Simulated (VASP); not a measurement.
# YAl3 (Pm-3m) in VASP: a series of runs

The runs below take YAl3 through single point, with LDA.

Program: VASP 6.6.1. These are calculated values, not measurements. Logs are shortened: lines on timing, memory, paths and dates and some standing lists are left out, and cuts for length are marked.

## (1) The cell of the first run

The structure is cubic, space group Pm-3m (No. 221). The conventional cell has a = 4.240 Å, b = 4.240 Å, c = 4.240 Å, α = 90.00°, β = 90.00°, γ = 90.00°. Y (site symmetry m-3m) has 12 Al at 3.00 Å within 3.9 Å. Al (site symmetry 4/mmm) has 4 Y at 3.00 Å and 8 Al at 3.00 Å within 3.9 Å.

## (2) Single point, LDA

File INCAR:

```
PREC = Accurate ; ENCUT = 500
EDIFF = 1E-6 ; ISMEAR = -1
SIGMA = 0.15 ; LREAL = False
LASPH = True ; NELM = 120
ALGO = Normal ; ISIF = 2
LWAVE = False ; LCHARG = True
GGA = CA ; LELF = True
LVHAR = True ; NBANDS = 18
GGA_COMPAT = False
```

File KPOINTS:

```
Automatic mesh
0
Gamma
  6 6 6
```

File POSCAR:

```
YAl3
1.0
    4.2400310000      0.0000000000      0.0000000000
    0.0000000000      4.2400310000      0.0000000000
    0.0000000000      0.0000000000      4.2400310000
Y Al
1 3
Direct
    0.0000000000      0.0000000000      0.0000000000
    0.0000000000      0.5000000000      0.5000000000
    0.5000000000      0.5000000000      0.0000000000
    0.5000000000      0.0000000000      0.5000000000
```

Potentials or basis: VASP PAW LDA potentials, release 64 (Y_sv, Al).

Command:

```console
> cat potpaw_LDA.64/Y_sv/POTCAR potpaw_LDA.64/Al/POTCAR > POTCAR
> mpirun -np 1 vasp_std > vasp.out
```

OUTCAR:

```text
PREC = Accurate
   ENCUT = 500
   EDIFF = 1E-6
   ISMEAR = -1
   LREAL = False
   LASPH = True
   NELM = 120
   ISIF = 2
   GGA = CA

 ion  position               nearest neighbor table
   1  0.000  0.000  0.000-   2 3.00   3 3.00   4 3.00   2 3.00   4 3.00   2 3.00   3 3.00   2 3.00
                             3 3.00   4 3.00   4 3.00   3 3.00
   2  0.000  0.500  0.500-   1 3.00   3 3.00   4 3.00   1 3.00   3 3.00   1 3.00   4 3.00   1 3.00
                             3 3.00   4 3.00   3 3.00   4 3.00
   3  0.500  0.500  0.000-   1 3.00   2 3.00   4 3.00   2 3.00   4 3.00   1 3.00   4 3.00   4 3.00
                             1 3.00   2 3.00   2 3.00   1 3.00
   4  0.500  0.000  0.500-   1 3.00   2 3.00   3 3.00   1 3.00   3 3.00   2 3.00   3 3.00   3 3.00
                             1 3.00   2 3.00   1 3.00   2 3.00

  LATTYP: Found a simple cubic cell.
 ALAT       =     4.2400310000

  Lattice vectors:

 A1 = (   4.2400310000,   0.0000000000,   0.0000000000)
 A2 = (   0.0000000000,   4.2400310000,   0.0000000000)
 A3 = (   0.0000000000,   0.0000000000,   4.2400310000)

Analysis of symmetry for initial positions (statically):
=====================================================================
 Subroutine PRICEL returns:
 Original cell was already a primitive cell.

 Routine SETGRP: Setting up the symmetry group for a
 simple cubic supercell.

 Subroutine GETGRP returns: Found 48 space group operations
 (whereof 48 operations were pure point group operations)
 out of a pool of 48 trial point group operations.

The static configuration has the point symmetry O_h .

Analysis of symmetry for dynamics (positions and initial velocities):
=====================================================================
 Subroutine PRICEL returns:
 Original cell was already a primitive cell.

 Routine SETGRP: Setting up the symmetry group for a
 simple cubic supercell.

 Subroutine GETGRP returns: Found 48 space group operations
 (whereof 48 operations were pure point group operations)
 out of a pool of 48 trial point group operations.

The dynamic configuration has the point symmetry O_h .

 Subroutine INISYM returns: Found 48 space group operations
 (whereof 48 operations are pure point group operations),
 and found     1 'primitive' translations

[... 91 lines left out ...]
   ENCUT  =  500.0 eV  36.75 Ry    6.06 a.u.   7.73  7.73  7.73*2*pi/ulx,y,z
   NELM   =    120;   NELMIN=  2; NELMDL= -5     # of ELM steps
   EDIFF  = 0.1E-05   stopping-criterion for ELM
   LREAL  =      F    real-space projection
   EDIFFG = 0.1E-04   stopping-criterion for IOM
   NSW    =      0    number of steps for IOM
   IBRION =     -1    ionic relax: 0-MD 1-quasi-New 2-CG
   NFREE  =      0    steps in history (QN), initial steepest desc. (CG)
   ISIF   =      2    stress and relaxation
   ISYM   =      2    0-nonsym 1-usesym 2-fastsym
   POTIM  = 0.5000    time-step for ionic-motion
   TEBEG  =    0.0;   TEEND  =   0.0 temperature during run
   PSTRESS=    0.0 pullay stress
   NELECT =      20.0000    total number of electrons
   NUPDOWN=      -1.0000    fix difference up-down
   EMIN   =  10.00;   EMAX   =-10.00  energy-range for DOS
   EFERMI =   0.00;   METHOD = LEGACY
   ISMEAR =    -1;   SIGMA  =   0.15  broadening in eV -4-tet -1-fermi 0-gaus
   EFERMI_NEDOS =   21; number of points for ismear=-14 and -15
   IALGO  =     38    algorithm
   IMIX   =      4    mixing-type and parameters
     AMIX     =   0.40;   BMIX     =  1.00
     AMIX_MAG =   1.60;   BMIX_MAG =  1.00
  volume/ion in A,a.u.               =      19.06       128.60
  Fermi-wavevector in a.u.,A,eV,Ry     =   1.048051  1.980529 14.944791  1.098411
  Thomas-Fermi vector in A             =   2.182957
   LORBIT       =      0    0 simple, 1 ext, 2 COOP (PROOUT), +10 PAW based schemes
   GGA     = CA    functional components
   LHFCALC =     F    Hartree Fock is set to
   AEXX    =    0.0000 exact exchange contribution
   IVDW    =     0    specifies the selected vdW correction
   LEPSILON=     F    determine dielectric tensor
   LRPA    =     F    only Hartree local field effects (RPA)
 non-spin polarized calculation
  energy-cutoff  :      500.00
  volume of cell :       76.23
 maximum number of plane-waves:      1956
 NGX is ok and might be reduce to    32
   NGX = 15   NGY = 15   NGZ = 15

 number of electron      20.0000003 magnetization

 Free energy of the ion-electron system (eV)
  ---------------------------------------------------
  ext. energy  EPLUGINS =         0.00000000
  ---------------------------------------------------
  free energy    TOTEN  =       -21.41904753 eV

  energy without entropy =      -21.31851357  energy(sigma->0) =      -21.36878055

 E-fermi :   6.2992     XC(G=0): -10.3971

 val. band max:        6.2905911844   @ k =   0.5000   0.0000   0.0000
 cond. band min:       6.3384324719   @ k =   0.5000   0.3333   0.1667
 fundamental gap:      0.0478412875
 Fermi energy:         6.2992306379

 k-point     1 :       0.0000    0.0000    0.0000
  band No.  band energies     occupation
      1     -35.3141      2.00000
      2     -15.5628      2.00000
      3     -15.5628      2.00000
      4     -15.5628      2.00000
      5      -3.0688      2.00000
      6       3.3793      2.00000
[... 397 lines left out ...]
      5       1.3732      2.00000
      6       1.3732      2.00000
[... 10 lines left out ...]
     17      11.8487      0.00000
     18      15.5441      0.00000

------------------------ aborting loop because EDIFF is reached ----------------------------------------

  FORCE on cell =-STRESS in cart. coord.  units (eV):
  Direction    XX          YY          ZZ          XY          YZ          ZX
  --------------------------------------------------------------------------------------
  -------------------------------------------------------------------------------------
  Total       -1.3432647     -1.3432647     -1.3432647     -0.0000000     -0.0000000      0.0000000
  in kB      -28.2335234    -28.2335234    -28.2335234     -0.0000000     -0.0000000      0.0000000
  external PRESSURE =     -28.2335234 kB  Pullay stress =       0.0000000 kB

 VOLUME and BASIS-vectors are now :
 -----------------------------------------------------------------------------
  energy-cutoff  :      500.00
  volume of cell :       76.23
      direct lattice vectors                 reciprocal lattice vectors
     4.240031000  0.000000000  0.000000000     0.235847332  0.000000000  0.000000000
     0.000000000  4.240031000  0.000000000     0.000000000  0.235847332  0.000000000
     0.000000000  0.000000000  4.240031000     0.000000000  0.000000000  0.235847332

 POSITION                                       TOTAL-FORCE (eV/Angst)
 -----------------------------------------------------------------------------------
      0.00000      0.00000      0.00000         0.000000      0.000000      0.000000
      0.00000      2.12002      2.12002         0.000000      0.000000      0.000000
      2.12002      2.12002      0.00000         0.000000      0.000000      0.000000
      2.12002      0.00000      2.12002         0.000000      0.000000      0.000000
 -----------------------------------------------------------------------------------
    total drift:                               -0.000000      0.000000      0.000000

  FREE ENERGIE OF THE ION-ELECTRON SYSTEM (eV)
  ---------------------------------------------------
  free  energy   TOTEN  =       -21.4190475280 eV

  energy  without entropy=      -21.3185135731  energy(sigma->0) =      -21.36878055
```

OSZICAR:

```text
N       E                     dE             d eps       ncg     rms          rms(c)
DAV:   1     0.393518272274E+02    0.39352E+02   -0.85917E+03   720   0.958E+02
DAV:   2    -0.193624275827E+02   -0.58714E+02   -0.56921E+02   928   0.178E+02
DAV:   3    -0.217080711462E+02   -0.23456E+01   -0.23188E+01  1054   0.256E+01
DAV:   4    -0.217711858131E+02   -0.63115E-01   -0.63050E-01   930   0.374E+00
DAV:   5    -0.217724618159E+02   -0.12760E-02   -0.12759E-02   994   0.476E-01    0.330E+01
DAV:   6    -0.214993124436E+02    0.27315E+00   -0.34375E-01   846   0.316E+00    0.211E+01
DAV:   7    -0.214305623146E+02    0.68750E-01   -0.46802E-01  1100   0.316E+00    0.178E+00
DAV:   8    -0.214191188522E+02    0.11443E-01   -0.72801E-02   788   0.158E+00    0.380E-01
DAV:   9    -0.214190522544E+02    0.66598E-04   -0.70126E-03   826   0.444E-01    0.155E-01
DAV:  10    -0.214190550886E+02   -0.28342E-05   -0.12834E-04   900   0.657E-02    0.494E-02
DAV:  11    -0.214190511131E+02    0.39755E-05   -0.87381E-05   820   0.490E-02    0.536E-02
DAV:  12    -0.214190475362E+02    0.35769E-05   -0.17100E-05   758   0.266E-02    0.413E-03
DAV:  13    -0.214190475280E+02    0.81689E-08   -0.13945E-06   706   0.660E-03
   1 F= -.21419048E+02 E0= -.21368781E+02  d E =-.100534E+00
```

It took 10 s on 1 thread of Intel Xeon Platinum 8488C (Sapphire Rapids), shared host; peak memory 0.17 GiB.

What came out:

- Free energy: -21.4190 eV
- Pressure: -2.8 GPa
- Band gap on the k mesh: zero (band 10 reaches 6.68 eV, above the bottom of band 11 at 4.12 eV)

## (3) Single point, LDA

File INCAR:

```
ALGO = Normal ; EDIFF = 1E-6
ENCUT = 500 ; GGA_COMPAT = False
ISIF = 2 ; ISMEAR = -1
LASPH = True ; LCHARG = False
LREAL = False ; LWAVE = False
NBANDS = 18 ; NELM = 120
PREC = Accurate ; SIGMA = 0.15
```

File KPOINTS:

```
k-points
0
Gamma
  6 6 6
```

POSCAR is that of step 2.

Potentials or basis: VASP PAW LDA potentials, release 64 (Y_sv, Al).

Command:

```console
> cat potpaw_LDA.64/Y_sv/POTCAR potpaw_LDA.64/Al/POTCAR > POTCAR
> mpirun -np 1 vasp_std > vasp.out
```

OUTCAR:

```text
EDIFF = 1E-6
   ENCUT = 500
   ISIF = 2
   ISMEAR = -1
   LASPH = True
   LREAL = False
   NELM = 120
   PREC = Accurate

 ion  position               nearest neighbor table
   1  0.000  0.000  0.000-   2 3.00   3 3.00   4 3.00   2 3.00   4 3.00   2 3.00   3 3.00   2 3.00
                             3 3.00   4 3.00   4 3.00   3 3.00
   2  0.000  0.500  0.500-   1 3.00   3 3.00   4 3.00   1 3.00   3 3.00   1 3.00   4 3.00   1 3.00
                             3 3.00   4 3.00   3 3.00   4 3.00
   3  0.500  0.500  0.000-   1 3.00   2 3.00   4 3.00   2 3.00   4 3.00   1 3.00   4 3.00   4 3.00
                             1 3.00   2 3.00   2 3.00   1 3.00
   4  0.500  0.000  0.500-   1 3.00   2 3.00   3 3.00   1 3.00   3 3.00   2 3.00   3 3.00   3 3.00
[... 617 lines left out ...]
  Total       -1.3432647     -1.3432647     -1.3432647     -0.0000000     -0.0000000      0.0000000
  in kB      -28.2335234    -28.2335234    -28.2335234     -0.0000000     -0.0000000      0.0000000
  external PRESSURE =     -28.2335234 kB  Pullay stress =       0.0000000 kB

 VOLUME and BASIS-vectors are now :
 -----------------------------------------------------------------------------
  energy-cutoff  :      500.00
  volume of cell :       76.23
      direct lattice vectors                 reciprocal lattice vectors
     4.240031000  0.000000000  0.000000000     0.235847332  0.000000000  0.000000000
     0.000000000  4.240031000  0.000000000     0.000000000  0.235847332  0.000000000
     0.000000000  0.000000000  4.240031000     0.000000000  0.000000000  0.235847332

 POSITION                                       TOTAL-FORCE (eV/Angst)
 -----------------------------------------------------------------------------------
      0.00000      0.00000      0.00000         0.000000      0.000000      0.000000
      0.00000      2.12002      2.12002         0.000000      0.000000      0.000000
      2.12002      2.12002      0.00000         0.000000      0.000000      0.000000
      2.12002      0.00000      2.12002         0.000000      0.000000      0.000000
 -----------------------------------------------------------------------------------
    total drift:                               -0.000000      0.000000      0.000000

  FREE ENERGIE OF THE ION-ELECTRON SYSTEM (eV)
  ---------------------------------------------------
  free  energy   TOTEN  =       -21.4190475280 eV

  energy  without entropy=      -21.3185135731  energy(sigma->0) =      -21.36878055
```

It took 9.7 s on 1 thread of Intel Xeon Platinum 8488C (Sapphire Rapids), shared host; peak memory 0.17 GiB.

Results:

| Item | Value |
| --- | --- |
| Free energy | -21.4190 eV |
| Pressure | -2.8 GPa |
| Band gap on the k mesh | zero (band 10 reaches 6.68 eV, above the bottom of band 11 at 4.12 eV) |
